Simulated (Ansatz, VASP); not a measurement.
Two plane-wave programs on MgRe3

```
Mg Re
1.0
     0.00000    3.08308    3.08308
     3.08308    0.00000    3.08308
     3.08308    3.08308    0.00000
Mg Re
1 3
Direct
  0.00000 0.00000 0.00000
  0.25000 0.25000 0.25000
  0.50000 0.50000 0.50000
  0.75000 0.75000 0.75000
```

Alike in both runs: functional PBEsol; k mesh 6 × 6 × 6; occupations fermi-dirac, width 0.05 eV; no spin polarisation.

Ansatz relaxed the structure, and its values are those at the end. VASP's run is a single point on that final structure, the one shown.

```csv
,VASP,Ansatz
version,VASP 6.6.1,Ansatz 0.2.0
potentials or method,"VASP PAW PBE potentials, release 64 (Mg, Re), cutoff 520 eV","plane waves, PAW"
valence electrons in the cell,23,55
```

```csv
,VASP,Ansatz,Ansatz less VASP
pressure (GPa),-0.2,0.0,+0.19
```

VASP's potentials were made for PBE, not for PBEsol. With one functional, cell and mesh, what is left measures potentials, basis and numerics. VASP's potentials hold 23 valence electrons a cell and Ansatz's 55, so a difference there can come from the potentials and not from the codes.

Spin-orbit coupling is off throughout.
